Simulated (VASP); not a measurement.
# HfN in VASP: single point with PBE

Aim: the single point of HfN with PBE.

Everything below comes from runs of VASP 6.6.1. Logs are shortened: lines on timing, memory, paths and dates and some standing lists are left out, and cuts for length are marked.

## 1. The cell of the first run

The cell holds a wire or tube with vacuum around it, 28 atoms: a = 14.600 Å, b = 15.700 Å, c = 8.380 Å, α = 90.00°, β = 90.00°, γ = 90.00°.

## 2. Single point, PBE

The input, INCAR:

```
ALGO = Normal ; EDIFF = 1E-6
ENCUT = 520 ; GGA = PE
ISIF = 2 ; ISMEAR = 0
LASPH = T ; LCHARG = F
LREAL = Auto ; LWAVE = F
NBANDS = 125 ; NELM = 100
PREC = Accurate ; SIGMA = 0.05
```

The input, KPOINTS:

```
k-points
0
Gamma
  1 1 7
```

The input, POSCAR:

```
HfN
1.0
   14.6000000000      0.0000000000      0.0000000000
    0.0000000000     15.7000000000      0.0000000000
    0.0000000000      0.0000000000      8.3804913147
Hf N
14 14
Direct
    0.5880068764      0.5000000000      0.0696330255
    0.4579275356      0.3122077140      0.3411991147
    0.4579275356      0.6877922860      0.3411991147
    0.3205327439      0.5000000000      0.5905209259
    0.5420724644      0.3122077140      0.9921342186
    0.5420724644      0.6877922860     -0.0078657814
    0.4119931236      0.5000000000      0.2637003078
    0.6794672561      0.5000000000      0.7428124075
    0.3458903250      0.4061727412      0.9197757055
    0.6541096750      0.4061727412      0.4135576278
    0.5000000000      0.6003176367      0.6666666667
    0.3458903250      0.5938272588      0.9197757055
    0.6541096750      0.5938272588      0.4135576278
    0.5000000000      0.3996823633      0.6666666667
    0.6826645544      0.5000000000      0.2418675812
    0.5606865773      0.3158978143      0.4888483169
    0.5606865773      0.6841021857      0.4888483169
    0.4153588170      0.5000000000      0.7899372688
    0.3173354456      0.5000000000      0.0914657522
    0.5846411830      0.5000000000      0.5433960646
    0.4393134227      0.3158978143      0.8444850164
    0.4393134227      0.6841021857      0.8444850164
    0.5000000000      0.3984412674      0.1666666667
    0.3873593486      0.5929695483      0.4593079593
    0.6126406514      0.5929695483      0.8740253740
    0.5000000000      0.6015587326      0.1666666667
    0.3873593486      0.4070304517      0.4593079593
    0.6126406514      0.4070304517      0.8740253740
```

Potentials or basis: VASP PAW PBE potentials, release 64 (Hf_pv, N).

Command:

```console
$ cat potpaw_PBE.64/Hf_pv/POTCAR potpaw_PBE.64/N/POTCAR > POTCAR
$ mpirun -np 1 vasp_std > vasp.out
```

OUTCAR:

```text
EDIFF = 1E-6
   ENCUT = 520
   GGA = PE
   ISIF = 2
   ISMEAR = 0
   LASPH = T
   LREAL = Auto
   NELM = 100
   PREC = Accurate

 ion  position               nearest neighbor table
   1  0.588  0.500  0.070-  15 2.00  23 2.20  26 2.20  25 2.22  28 2.22   7 3.04   8 3.05   6 3.09
                             5 3.09  13 3.38  10 3.38
   2  0.458  0.312  0.341-  16 1.95  27 2.06  23 2.09   7 3.09  14 3.11   5 3.17  10 3.28
   3  0.458  0.688  0.341-  17 1.95  24 2.06  26 2.09   7 3.09  11 3.11   6 3.17  13 3.28
   4  0.321  0.500  0.591-  24 2.07  27 2.07  18 2.17   7 3.05  14 3.12  11 3.12   9 3.15  12 3.15
[... 9 lines left out ...]
  10  0.654  0.406  0.414-  16 2.07  20 2.09  15 2.10  13 2.95  14 3.09   8 3.15   2 3.28   1 3.38

  11  0.500  0.600  0.667-  22 2.18  17 2.18  20 2.25  18 2.25  25 2.40  24 2.40  12 3.09  13 3.09
                             6 3.11   3 3.11   8 3.12   4 3.12  14 3.15
  12  0.346  0.594  0.920-  22 2.07  18 2.09  19 2.10   9 2.95  11 3.09   4 3.15   6 3.28   7 3.38

  13  0.654  0.594  0.414-  17 2.07  20 2.09  15 2.10  10 2.95  11 3.09   8 3.15   3 3.28   1 3.38

  14  0.500  0.400  0.667-  21 2.18  16 2.18  20 2.25  18 2.25  28 2.40  27 2.40   9 3.09  10 3.09
                             5 3.11   2 3.11   8 3.12   4 3.12  11 3.15
  15  0.683  0.500  0.242-   1 2.00  10 2.10  13 2.10
  16  0.561  0.316  0.489-   2 1.95  10 2.07  14 2.18
  17  0.561  0.684  0.489-   3 1.95  13 2.07  11 2.18
  18  0.415  0.500  0.790-   9 2.09  12 2.09   4 2.17  11 2.25  14 2.25
  19  0.317  0.500  0.091-   7 2.00   9 2.10  12 2.10
  20  0.585  0.500  0.543-  10 2.09  13 2.09   8 2.17  11 2.25  14 2.25
  21  0.439  0.316  0.844-   5 1.95   9 2.07  14 2.18
  22  0.439  0.684  0.844-   6 1.95  12 2.07  11 2.18
  23  0.500  0.398  0.167-   2 2.09   5 2.09   7 2.20   1 2.20
  24  0.387  0.593  0.459-   3 2.06   4 2.07   7 2.22  11 2.40
  25  0.613  0.593  0.874-   6 2.06   8 2.07   1 2.22  11 2.40
  26  0.500  0.602  0.167-   3 2.09   6 2.09   7 2.20   1 2.20
  27  0.387  0.407  0.459-   2 2.06   4 2.07   7 2.22  14 2.40
  28  0.613  0.407  0.874-   5 2.06   8 2.07   1 2.22  14 2.40

  LATTYP: Found a simple orthorhombic cell.
 ALAT       =     8.3804913147
 B/A-ratio  =     1.7421412960
 C/A-ratio  =     1.8733985169

  Lattice vectors:

 A1 = (   0.0000000000,   0.0000000000,   8.3804913147)
 A2 = (  14.6000000000,   0.0000000000,   0.0000000000)
 A3 = (   0.0000000000,  15.7000000000,   0.0000000000)

Analysis of symmetry for initial positions (statically):
=====================================================================
 Subroutine PRICEL returns:
 Original cell was already a primitive cell.

 Routine SETGRP: Setting up the symmetry group for a
 simple orthorhombic supercell.

 Subroutine GETGRP returns: Found  4 space group operations
 (whereof  2 operations were pure point group operations)
 out of a pool of  8 trial point group operations.

The static configuration has the point symmetry C_1h.
 The point group associated with its full space group is C_2h.

Analysis of symmetry for dynamics (positions and initial velocities):
=====================================================================
 Subroutine PRICEL returns:
 Original cell was already a primitive cell.

 Routine SETGRP: Setting up the symmetry group for a
 simple orthorhombic supercell.

 Subroutine GETGRP returns: Found  4 space group operations
 (whereof  2 operations were pure point group operations)
 out of a pool of  8 trial point group operations.

The dynamic configuration has the point symmetry C_1h.
 The point group associated with its full space group is C_2h.

 Subroutine INISYM returns: Found  4 space group operations
 (whereof  2 operations are pure point group operations),
 and found     1 'primitive' translations

----------------------------------------------------------------------------------------

                                     Primitive cell

  volume of cell :    1920.9762

  direct lattice vectors                    reciprocal lattice vectors
    14.600000000  0.000000000  0.000000000     0.068493151  0.000000000  0.000000000
     0.000000000 15.700000000  0.000000000     0.000000000  0.063694268  0.000000000
     0.000000000  0.000000000  8.380491315     0.000000000  0.000000000  0.119324746

  length of vectors
    14.600000000 15.700000000  8.380491315     0.068493151  0.063694268  0.119324746

  position of ions in fractional coordinates (direct lattice)
     0.588006876  0.500000000  0.069633026
     0.457927536  0.312207714  0.341199115
     0.457927536  0.687792286  0.341199115
     0.320532744  0.500000000  0.590520926
     0.542072464  0.312207714  0.992134219
     0.542072464  0.687792286  0.992134219
[... 20 lines left out ...]
     0.387359349  0.407030452  0.459307959
     0.612640651  0.407030452  0.874025374

  ion indices of the primitive-cell ions
   primitive index   ion index
                 1           1
                 2           2
                 3           3
                 4           4
                 5           5
                 6           6
[... 20 lines left out ...]
                27          27
                28          28

----------------------------------------------------------------------------------------

 KPOINTS: k-points

Automatic generation of k-mesh.
 Grid dimensions read from file:
 generate k-points for:    1    1    7

 Generating k-lattice:

  Cartesian coordinates                     Fractional coordinates (reciprocal lattice)
     0.068493151  0.000000000  0.000000000     1.000000000  0.000000000  0.000000000
     0.000000000  0.063694268  0.000000000     0.000000000  1.000000000  0.000000000
     0.000000000  0.000000000  0.017046392     0.000000000  0.000000000  0.142857143

  Length of vectors
     0.068493151  0.063694268  0.017046392

  Shift w.r.t. Gamma in fractional coordinates (k-lattice)
     0.000000000  0.000000000  0.000000000

 Subroutine IBZKPT returns following result:
 ===========================================

 Found      4 irreducible k-points:

 Following reciprocal coordinates:
            Coordinates               Weight
  0.000000  0.000000  0.000000      1.000000
  0.000000  0.000000  0.142857      2.000000
  0.000000  0.000000  0.285714      2.000000
  0.000000  0.000000  0.428571      2.000000
   k-points           NKPTS =      4   k-points in BZ     NKDIM =      4   number of bands    NBANDS=    125
   number of dos      NEDOS =    301   number of ions     NIONS =     28
   total plane-waves  NPLWV = 860160
   dimension x,y,z NGX =   112 NGY =  120 NGZ =   64
   dimension x,y,z NGXF=   224 NGYF=  240 NGZF=  128
   ions per type =              14  14
   NGX,Y,Z   is equivalent  to a cutoff of  12.75, 12.71, 12.70 a.u.
   NGXF,Y,Z  is equivalent  to a cutoff of  25.51, 25.41, 25.39 a.u.
 SYSTEM =  unknown system
   PREC   = accura    normal or accurate (medium, high low for compatibility)
   ISTART =      0    job   : 0-new  1-cont  2-samecut
   ICHARG =      2    charge: 1-file 2-atom 10-const
   ISPIN  =      1    spin polarized calculation?
   LNONCOLLINEAR =      F non collinear calculations
   LSORBIT =      F    spin-orbit coupling
   LASPH  =      T    aspherical Exc in radial PAW
   ENCUT  =  520.0 eV  38.22 Ry    6.18 a.u.  27.15 29.19 15.58*2*pi/ulx,y,z
   NELM   =    100;   NELMIN=  2; NELMDL= -5     # of ELM steps
   EDIFF  = 0.1E-05   stopping-criterion for ELM
   LREAL  =      T    real-space projection
   EDIFFG = 0.1E-04   stopping-criterion for IOM
   NSW    =      0    number of steps for IOM
   IBRION =     -1    ionic relax: 0-MD 1-quasi-New 2-CG
   NFREE  =      0    steps in history (QN), initial steepest desc. (CG)
   ISIF   =      2    stress and relaxation
   ISYM   =      2    0-nonsym 1-usesym 2-fastsym
   POTIM  = 0.5000    time-step for ionic-motion
   TEBEG  =    0.0;   TEEND  =   0.0 temperature during run
   PSTRESS=    0.0 pullay stress
   NELECT =     210.0000    total number of electrons
   NUPDOWN=      -1.0000    fix difference up-down
   EMIN   =  10.00;   EMAX   =-10.00  energy-range for DOS
   EFERMI =   0.00;   METHOD = LEGACY
   ISMEAR =     0;   SIGMA  =   0.05  broadening in eV -4-tet -1-fermi 0-gaus
   EFERMI_NEDOS =   21; number of points for ismear=-14 and -15
   IALGO  =     38    algorithm
   IMIX   =      4    mixing-type and parameters
     AMIX     =   0.40;   BMIX     =  1.00
     AMIX_MAG =   1.60;   BMIX_MAG =  1.00
  volume/ion in A,a.u.               =      68.61       462.98
  Fermi-wavevector in a.u.,A,eV,Ry     =   0.782782  1.479243  8.336929  0.612747
  Thomas-Fermi vector in A             =   1.886576
   LORBIT       =      0    0 simple, 1 ext, 2 COOP (PROOUT), +10 PAW based schemes
   GGA     = PE    functional components
   LHFCALC =     F    Hartree Fock is set to
   AEXX    =    0.0000 exact exchange contribution
   IVDW    =     0    specifies the selected vdW correction
   LEPSILON=     F    determine dielectric tensor
   LRPA    =     F    only Hartree local field effects (RPA)
 non-spin polarized calculation
 Gauss-broadening in eV      SIGMA  =   0.05
  energy-cutoff  :      520.00
  volume of cell :     1920.98
 maximum number of plane-waves:     51731
 NGX is ok and might be reduce to   112
   NGX = 55   NGY = 59   NGZ = 31

 number of electron     209.9999991 magnetization

 Free energy of the ion-electron system (eV)
  ---------------------------------------------------
  ext. energy  EPLUGINS =         0.00000000
  ---------------------------------------------------
  free energy    TOTEN  =      -274.95591964 eV

  energy without entropy =     -274.95581847  energy(sigma->0) =     -274.95586906

 E-fermi :  -1.3007     XC(G=0):  -3.5887

 val. band max:       -1.4151023371   @ k =   0.0000   0.0000   0.0000
 cond. band min:      -1.1872915111   @ k =   0.0000   0.0000   0.4286
 fundamental gap:      0.2278108260
 Fermi energy:        -1.3007021044

 k-point     1 :       0.0000    0.0000    0.0000
  band No.  band energies     occupation
      1     -33.3969      2.00000
      2     -33.3679      2.00000
      3     -33.2269      2.00000
      4     -33.2046      2.00000
      5     -33.2040      2.00000
      6     -33.1912      2.00000
[... 469 lines left out ...]
    116      -0.2006      0.00000
    117      -0.1067      0.00000
 [bands above 117 left out]

------------------------ aborting loop because EDIFF is reached ----------------------------------------

  FORCE on cell =-STRESS in cart. coord.  units (eV):
  Direction    XX          YY          ZZ          XY          YZ          ZX
  --------------------------------------------------------------------------------------
  -------------------------------------------------------------------------------------
  Total       -2.4366158     -3.3379644     -3.1888601      0.0000000      0.0000000      0.5302369
  in kB       -2.0322431     -2.7840068     -2.6596474      0.0000000      0.0000000      0.4422405
  external PRESSURE =      -2.4919657 kB  Pullay stress =       0.0000000 kB

 VOLUME and BASIS-vectors are now :
 -----------------------------------------------------------------------------
  energy-cutoff  :      520.00
  volume of cell :     1920.98
      direct lattice vectors                 reciprocal lattice vectors
    14.600000000  0.000000000  0.000000000     0.068493151  0.000000000  0.000000000
     0.000000000 15.700000000  0.000000000     0.000000000  0.063694268  0.000000000
     0.000000000  0.000000000  8.380491315     0.000000000  0.000000000  0.119324746

 POSITION                                       TOTAL-FORCE (eV/Angst)
 -----------------------------------------------------------------------------------
      8.58490      7.85000      0.58356        -0.028051      0.000000     -0.042065
      6.68574      4.90166      2.85942         0.033937      0.106914      0.013723
      6.68574     10.79834      2.85942         0.033937     -0.106914      0.013723
      4.67978      7.85000      4.94886         0.139561      0.000000     -0.017056
      7.91426      4.90166      8.31457        -0.033937      0.106914     -0.013723
      7.91426     10.79834      8.31457        -0.033937     -0.106914     -0.013723
[... 20 lines left out ...]
      5.65545      6.39038      3.84923         0.037844      0.034795      0.003210
      8.94455      6.39038      7.32476        -0.037844      0.034795     -0.003210
 -----------------------------------------------------------------------------------
    total drift:                               -0.000048      0.000000     -0.000038

  FREE ENERGIE OF THE ION-ELECTRON SYSTEM (eV)
  ---------------------------------------------------
  free  energy   TOTEN  =      -274.9559196372 eV

  energy  without entropy=     -274.9558184741  energy(sigma->0) =     -274.95586906
```

Run time: 77 min. Hardware: 1 thread of Oxide Virtual Turin-like, shared host; peak memory 1.8 GiB.

Results:

```yaml
Free_energy: -274.9559 eV
Largest_force: 0.141 eV/Å
Band_gap_on_the_k_mesh: 0.23 eV (least direct gap 0.24 eV)
```

Forces on the atoms (eV/Å):
```
Hf  -0.028  0.000 -0.042
Hf   0.034  0.107  0.014
Hf   0.034 -0.107  0.014
Hf   0.140  0.000 -0.017
Hf  -0.034  0.107 -0.014
Hf  -0.034 -0.107 -0.014
Hf   0.028  0.000  0.042
Hf  -0.140  0.000  0.017
Hf   0.094  0.086 -0.010
Hf  -0.094  0.086  0.010
Hf   0.000 -0.015  0.000
Hf   0.094 -0.086 -0.010
Hf  -0.094 -0.086  0.010
Hf   0.000  0.015  0.000
N   -0.061  0.000  0.079
N   -0.012  0.094 -0.001
N   -0.012 -0.094 -0.001
N   -0.039  0.000 -0.028
N    0.061  0.000 -0.079
N    0.039  0.000  0.028
N    0.012  0.094  0.001
N    0.012 -0.094  0.001
N    0.000  0.006  0.000
N    0.038 -0.035  0.003
N   -0.038 -0.035 -0.003
N    0.000 -0.006  0.000
N    0.038  0.035  0.003
N   -0.038  0.035 -0.003
```

Caveat: semilocal functionals underestimate gaps, and a narrow one can read as zero; spin-orbit coupling is left out, which moves the levels of the heavy elements.
